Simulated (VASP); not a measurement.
# KF (R-3m) in VASP: further runs, part 2 of 2

VASP 6.6.1. Earlier steps stand in the parts before.

### 4 Single point, PBE

This run uses another cell than the first one, of the same volume but with other edges.

INCAR reads:

```
SYSTEM = KF
PREC     = Accurate       ! precision mode
ENCUT    = 520            ! plane-wave cutoff, eV
EDIFF    = 1E-6           ! SCF threshold, eV
ISMEAR   = 0              ! smearing method
SIGMA    = 0.05           ! smearing width, eV
LREAL    = .False.        ! projectors in reciprocal space
LASPH    = .True.         ! aspherical terms in the spheres
NELM     = 100            ! most SCF steps
ALGO     = Normal         ! electronic algorithm
ISIF     = 2              ! what is computed and relaxed
LWAVE    = .False.        ! write WAVECAR
LCHARG   = .False.        ! write CHGCAR
GGA      = PE             ! functional
NBANDS   = 15             ! bands
```

KPOINTS reads:

```
regular mesh
0
Gamma
  8 8 8
  0 0 0
```

POSCAR reads:

```
KF
1.0
    0.6516780330      3.0358659586      3.0358659586
    3.0358659586      0.6516780330      3.0358659586
    3.0358659586      3.0358659586      0.6516780330
K F
1 1
Direct
    0.0000000000      0.0000000000      0.0000000000
    0.5000000000      0.5000000000      0.5000000000
```

Potentials or basis: VASP PAW PBE potentials, release 64 (K_sv, F).

The run is started by

```console
> cat potpaw_PBE.64/K_sv/POTCAR potpaw_PBE.64/F/POTCAR > POTCAR
> mpirun -np 1 vasp_std > vasp.out
```

OUTCAR:

```text
SYSTEM = KF
   PREC = Accurate
   ENCUT = 520
   EDIFF = 1E-6
   ISMEAR = 0
   LREAL = .False.
   LASPH = .True.
   NELM = 100
   ISIF = 2
   GGA = PE

 ion  position               nearest neighbor table
   1  0.000  0.000  0.000-   2 2.75   2 2.75   2 2.75   2 2.75   2 2.75   2 2.75
   2  0.500  0.500  0.500-   1 2.75   1 2.75   1 2.75   1 2.75   1 2.75   1 2.75

  LATTYP: Found a trigonal (rhomboedric) cell.
 ALAT       =     4.3425394064
 COS(alpha) =     0.6985651702

  Lattice vectors:

 A1 = (   0.6516780330,   3.0358659586,   3.0358659586)
 A2 = (   3.0358659586,   0.6516780330,   3.0358659586)
 A3 = (   3.0358659586,   3.0358659586,   0.6516780330)

Analysis of symmetry for initial positions (statically):
=====================================================================
 Subroutine PRICEL returns:
 Original cell was already a primitive cell.

 Routine SETGRP: Setting up the symmetry group for a
 trigonal (rhombohedral) supercell.

 Subroutine GETGRP returns: Found 12 space group operations
 (whereof 12 operations were pure point group operations)
 out of a pool of 12 trial point group operations.

The static configuration has the point symmetry D_3d.

Analysis of symmetry for dynamics (positions and initial velocities):
=====================================================================
 Subroutine PRICEL returns:
 Original cell was already a primitive cell.

 Routine SETGRP: Setting up the symmetry group for a
 trigonal (rhombohedral) supercell.

 Subroutine GETGRP returns: Found 12 space group operations
 (whereof 12 operations were pure point group operations)
 out of a pool of 12 trial point group operations.

The dynamic configuration has the point symmetry D_3d.

 Subroutine INISYM returns: Found 12 space group operations
 (whereof 12 operations are pure point group operations),
 and found     1 'primitive' translations

----------------------------------------------------------------------------------------

                                     Primitive cell

  volume of cell :      38.2182

  direct lattice vectors                    reciprocal lattice vectors
     0.651678033  3.035865959  3.035865959    -0.230041999  0.189388025  0.189388025
     3.035865959  0.651678033  3.035865959     0.189388025 -0.230041999  0.189388025
     3.035865959  3.035865959  0.651678033     0.189388025  0.189388025 -0.230041999

  length of vectors
     4.342539406  4.342539406  4.342539406     0.353065107  0.353065107  0.353065107

  position of ions in fractional coordinates (direct lattice)
     0.000000000  0.000000000  0.000000000
     0.500000000  0.500000000  0.500000000

  ion indices of the primitive-cell ions
   primitive index   ion index
                 1           1
                 2           2

----------------------------------------------------------------------------------------

 KPOINTS: regular mesh

Automatic generation of k-mesh.
 Grid dimensions read from file:
 generate k-points for:    8    8    8

 Generating k-lattice:

  Cartesian coordinates                     Fractional coordinates (reciprocal lattice)
    -0.028755250  0.023673503  0.023673503     0.125000000 -0.000000000 -0.000000000
     0.023673503 -0.028755250  0.023673503    -0.000000000  0.125000000 -0.000000000
     0.023673503  0.023673503 -0.028755250    -0.000000000 -0.000000000  0.125000000

  Length of vectors
     0.044133138  0.044133138  0.044133138

  Shift w.r.t. Gamma in fractional coordinates (k-lattice)
     0.000000000  0.000000000  0.000000000

 Subroutine IBZKPT returns following result:
 ===========================================

 Found     65 irreducible k-points:

 Following reciprocal coordinates:
            Coordinates               Weight
  0.000000  0.000000  0.000000      1.000000
  0.125000 -0.000000 -0.000000      6.000000
  0.250000 -0.000000 -0.000000      6.000000
  0.375000  0.000000  0.000000      6.000000
  0.500000 -0.000000 -0.000000      3.000000
  0.125000  0.125000 -0.000000      6.000000
[... 16 lines left out ...]
  0.250000  0.125000  0.125000      6.000000
  0.375000  0.125000  0.125000      6.000000
 [... further k-points ...]
   k-points           NKPTS =     65   k-points in BZ     NKDIM =     65   number of bands    NBANDS=     15
   number of dos      NEDOS =    301   number of ions     NIONS =      2
   total plane-waves  NPLWV =  32768
   dimension x,y,z NGX =    32 NGY =   32 NGZ =   32
   dimension x,y,z NGXF=    64 NGYF=   64 NGZF=   64
   ions per type =               1   1
   NGX,Y,Z   is equivalent  to a cutoff of  12.25, 12.25, 12.25 a.u.
   NGXF,Y,Z  is equivalent  to a cutoff of  24.50, 24.50, 24.50 a.u.
 SYSTEM =  KF
   PREC   = accura    normal or accurate (medium, high low for compatibility)
   ISTART =      0    job   : 0-new  1-cont  2-samecut
   ICHARG =      2    charge: 1-file 2-atom 10-const
   ISPIN  =      1    spin polarized calculation?
   LNONCOLLINEAR =      F non collinear calculations
   LSORBIT =      F    spin-orbit coupling
   LASPH  =      T    aspherical Exc in radial PAW
   ENCUT  =  520.0 eV  38.22 Ry    6.18 a.u.   8.07  8.07  8.07*2*pi/ulx,y,z
   NELM   =    100;   NELMIN=  2; NELMDL= -5     # of ELM steps
   EDIFF  = 0.1E-05   stopping-criterion for ELM
   LREAL  =      F    real-space projection
   EDIFFG = 0.1E-04   stopping-criterion for IOM
   NSW    =      0    number of steps for IOM
   IBRION =     -1    ionic relax: 0-MD 1-quasi-New 2-CG
   NFREE  =      0    steps in history (QN), initial steepest desc. (CG)
   ISIF   =      2    stress and relaxation
   ISYM   =      2    0-nonsym 1-usesym 2-fastsym
   POTIM  = 0.5000    time-step for ionic-motion
   TEBEG  =    0.0;   TEEND  =   0.0 temperature during run
   PSTRESS=    0.0 pullay stress
   NELECT =      16.0000    total number of electrons
   NUPDOWN=      -1.0000    fix difference up-down
   EMIN   =  10.00;   EMAX   =-10.00  energy-range for DOS
   EFERMI =   0.00;   METHOD = LEGACY
   ISMEAR =     0;   SIGMA  =   0.05  broadening in eV -4-tet -1-fermi 0-gaus
   EFERMI_NEDOS =   21; number of points for ismear=-14 and -15
   IALGO  =     38    algorithm
   IMIX   =      4    mixing-type and parameters
     AMIX     =   0.40;   BMIX     =  1.00
     AMIX_MAG =   1.60;   BMIX_MAG =  1.00
  volume/ion in A,a.u.               =      19.11       128.95
  Fermi-wavevector in a.u.,A,eV,Ry     =   1.224686  2.314320 20.406766  1.499855
  Thomas-Fermi vector in A             =   2.359751
   LORBIT       =      0    0 simple, 1 ext, 2 COOP (PROOUT), +10 PAW based schemes
   GGA     = PE    functional components
   LHFCALC =     F    Hartree Fock is set to
   AEXX    =    0.0000 exact exchange contribution
   IVDW    =     0    specifies the selected vdW correction
   LEPSILON=     F    determine dielectric tensor
   LRPA    =     F    only Hartree local field effects (RPA)
 non-spin polarized calculation
 Gauss-broadening in eV      SIGMA  =   0.05
  energy-cutoff  :      520.00
  volume of cell :       38.22
 maximum number of plane-waves:      1046
   NGX = 17   NGY = 17   NGZ = 17

 number of electron      15.9999999 magnetization

 Free energy of the ion-electron system (eV)
  ---------------------------------------------------
  ext. energy  EPLUGINS =         0.00000000
  ---------------------------------------------------
  free energy    TOTEN  =        -7.89946643 eV

  energy without entropy =       -7.89946643  energy(sigma->0) =       -7.89946643

 E-fermi :  -1.8314     XC(G=0):  -8.4772

 val. band max:       -2.1315117809   @ k =   0.0000   0.0000   0.0000
 cond. band min:       2.9909565236   @ k =   0.0000   0.0000   0.0000
 fundamental gap:      5.1224683046
 Fermi energy:        -1.8313934888

 k-point     1 :       0.0000    0.0000    0.0000
  band No.  band energies     occupation
      1     -29.5644      2.00000
      2     -21.0812      2.00000
      3     -12.8152      2.00000
      4     -12.6278      2.00000
      5     -12.6278      2.00000
      6      -2.6780      2.00000
      7      -2.1315      2.00000
      8      -2.1315      2.00000
      9       2.9910      0.00000
     10       6.4691      0.00000
     11       8.0102      0.00000
     12       8.0102      0.00000
     13      10.1674      0.00000
     14      10.1674      0.00000
[... 401 lines left out ...]
      2     -21.0862      2.00000
      3     -13.0873      2.00000
      4     -12.7262      2.00000
      5     -12.7016      2.00000
      6      -3.0015      2.00000
      7      -2.6735      2.00000
      8      -2.3220      2.00000
      9       5.0529      0.00000
     10       7.0875      0.00000
     11       7.6196      0.00000
     12       9.4490      0.00000
     13       9.8470      0.00000
     14      10.4141      0.00000
     15      13.9775      0.00000

 [... further k-points ...]
[... 5 lines left out ...]
  --------------------------------------------------------------------------------------
  -------------------------------------------------------------------------------------
  Total       -0.0806351     -0.0806351     -0.0806351     -1.3869491     -1.3869491     -1.3869491
  in kB       -3.3803678     -3.3803678     -3.3803678    -58.1434166    -58.1434166    -58.1434166
  external PRESSURE =      -3.3803678 kB  Pullay stress =       0.0000000 kB

 VOLUME and BASIS-vectors are now :
 -----------------------------------------------------------------------------
  energy-cutoff  :      520.00
  volume of cell :       38.22
      direct lattice vectors                 reciprocal lattice vectors
     0.651678033  3.035865959  3.035865959    -0.230041999  0.189388025  0.189388025
     3.035865959  0.651678033  3.035865959     0.189388025 -0.230041999  0.189388025
     3.035865959  3.035865959  0.651678033     0.189388025  0.189388025 -0.230041999

 POSITION                                       TOTAL-FORCE (eV/Angst)
 -----------------------------------------------------------------------------------
      0.00000      0.00000      0.00000        -0.000000      0.000000     -0.000000
      3.36170      3.36170      3.36170         0.000000     -0.000000      0.000000
 -----------------------------------------------------------------------------------
    total drift:                                0.000000     -0.000000      0.000000

  FREE ENERGIE OF THE ION-ELECTRON SYSTEM (eV)
  ---------------------------------------------------
  free  energy   TOTEN  =        -7.8994664273 eV

  energy  without entropy=       -7.8994664273  energy(sigma->0) =       -7.89946643
```

It took 33 s on 1 thread of Intel Xeon Platinum 8488C (Sapphire Rapids), shared host; peak memory 0.19 GiB.

What came out:

```yaml
Free_energy: -7.8995 eV
Pressure: -0.3 GPa
Band_gap_on_the_k_mesh: 5.12 eV, direct
```

Stress tensor (GPa, compression positive):
```
-0.34 -5.81 -5.81
-5.81 -0.34 -5.81
-5.81 -5.81 -0.34
```

Levels at points of the mesh, in eV from the valence-band top:
```tsv
k point	band 5	band 6	band 7	band 8	band 9	band 10	band 11	band 12
(0.00, 0.00, 0.00)	-10.50	-0.55	0.00	0.00	5.12	8.60	10.14	10.14
(0.50, 0.00, 0.00)	-10.49	-1.15	-0.94	-0.31	7.66	10.30	10.50	12.19
(0.50, 0.50, 0.00)	-10.61	-0.72	-0.51	-0.15	7.01	8.98	11.35	12.04
(0.50, 0.50, 0.50)	-10.50	-1.19	-0.11	-0.11	6.84	9.34	10.50	10.50
```

 A k mesh can miss the band edges.

### 5 Single point, PBE

This run uses another cell than the first one, of the same volume but with other edges.

INCAR reads:

```
SYSTEM = KF
PREC = Accurate ; ENCUT = 520
EDIFF = 1E-7 ; ISMEAR = 0
SIGMA = 0.05 ; LREAL = .FALSE.
LASPH = .TRUE. ; NELM = 100
ALGO = Normal ; ISIF = 2
LWAVE = .FALSE. ; LCHARG = .TRUE.
GGA = PE ; LELF = .TRUE.
LVHAR = .TRUE. ; NBANDS = 15
```

KPOINTS reads:

```
regular mesh
0
G
  8 8 8
  0 0 0
```

POSCAR reads:

```
KF
1.0
   -0.8452759333      2.3245088166      2.3245088166
    2.3245088166     -0.8452759333      2.3245088166
    2.3245088166      2.3245088166     -0.8452759333
K F
1 1
Direct
    0.0000000000      0.0000000000      0.0000000000
    0.5000000000      0.5000000000      0.5000000000
```

The run is started by

```console
> cat potpaw_PBE.64/K_sv/POTCAR potpaw_PBE.64/F/POTCAR > POTCAR
> mpirun -np 1 vasp_std > vasp.out
```

Run time: 29 s. Hardware: 1 thread of Intel Xeon Platinum 8488C (Sapphire Rapids), shared host; peak memory 0.18 GiB.

It converged, with:

| Quantity | Value |
| --- | --- |
| Free energy | -8.0861 eV |
| Pressure | -1.8 GPa |
| Band gap on the k mesh | 5.66 eV, direct |

Stress tensor (GPa, compression positive):
```
-1.81  0.57  0.57
 0.57 -1.81  0.57
 0.57  0.57 -1.81
```

Levels at points of the mesh, in eV from the valence-band top:
```
           k point  band 4  band 5  band 6  band 7  band 8  band 9  band 10  band 11  band 12  band 13
(0.00, 0.00, 0.00)  -10.27  -10.26   -0.10   -0.10    0.00    5.66     8.40     8.40    12.94    12.94
(0.50, 0.00, 0.00)  -10.19  -10.19   -1.06   -0.28   -0.07    8.61     9.32     9.98    12.12    12.39
(0.50, 0.50, 0.00)  -10.76  -10.16   -0.59   -0.48   -0.01    8.17     8.75    11.73    11.83    12.39
(0.50, 0.50, 0.50)  -10.61  -10.61   -0.89   -0.84   -0.84    9.24    10.68    10.68    12.56    14.62
```

 A k mesh can miss the band edges.

### 6 Single point, PBE

This run uses another cell than the first one, of the same volume but with other edges.

INCAR reads:

```
ALGO = Normal
EDIFF = 1E-6
ENCUT = 520
GGA = PE
ISIF = 2
ISMEAR = 0
LASPH = True
LCHARG = False
LREAL = False
LWAVE = False
NBANDS = 15
NELM = 80
PREC = Accurate
SIGMA = 0.05
```

KPOINTS reads:

```
k-points
0
Gamma
  8 8 8
```

POSCAR reads:

```
KF
1.0
   -0.2822326238      2.5400936140      2.5400936140
    2.5400936140     -0.2822326238      2.5400936140
    2.5400936140      2.5400936140     -0.2822326238
K F
1 1
Direct
    0.0000000000      0.0000000000      0.0000000000
    0.5000000000      0.5000000000      0.5000000000
```

Potentials or basis: VASP PAW PBE potentials, release 64 (K_sv, F).

The run is started by

```console
> cat potpaw_PBE.64/K_sv/POTCAR potpaw_PBE.64/F/POTCAR > POTCAR
> mpirun -np 1 vasp_std > vasp.out
```

Wall time 40 s (1 thread of Intel Xeon Platinum 8488C (Sapphire Rapids), shared host); peak memory 0.17 GiB.

The run converged. Its results:

```
Free energy            : -8.2482 eV
Pressure               : 0.9 GPa
Band gap on the k mesh : 5.98 eV, direct
```

Stress tensor (GPa, compression positive):
```
0.90 0.95 0.95
0.95 0.90 0.95
0.95 0.95 0.90
```

Levels at points of the mesh, in eV from the valence-band top:
| k point | band 6 | band 7 | band 8 | band 9 | band 10 | band 11 |
| --- | --- | --- | --- | --- | --- | --- |
| (0.00, 0.00, 0.00) | -0.12 | -0.12 | 0.00 | 5.98 | 9.88 | 9.88 |
| (0.50, 0.00, 0.00) | -0.91 | -0.46 | -0.25 | 8.75 | 10.31 | 11.05 |
| (0.50, 0.50, 0.00) | -0.36 | -0.23 | -0.09 | 8.05 | 9.96 | 11.73 |
| (0.50, 0.50, 0.50) | -0.89 | -0.61 | -0.61 | 9.16 | 10.99 | 11.96 |

 A k mesh can miss the band edges.

### 7 Summary

| cell | gap on the mesh (eV) | pressure (GPa) |
| --- | --- | --- |
| a = 5.198 Å, angles 33.6°, 2 atoms | 1.58 | -0.8 |
| a = 3.468 Å, angles 75.3°, 2 atoms | 5.75 | -0.4 |
| a = 4.343 Å, angles 45.7°, 2 atoms | 5.12 | -0.3 |
| a = 3.394 Å, angles 82.7°, 2 atoms | 5.66 | -1.8 |
| a = 3.603 Å, angles 67.3°, 2 atoms | 5.98 | 0.9 |

Alike in all rows: task single point; level PBE; potentials or basis VASP PAW PBE potentials, release 64 (K_sv, F); no spin polarisation; k mesh 8 × 8 × 8; cutoff (eV) 520; smearing gaussian 0.05 eV.

Total energies depend on the potentials used, so only differences within one code and one set of settings carry meaning.
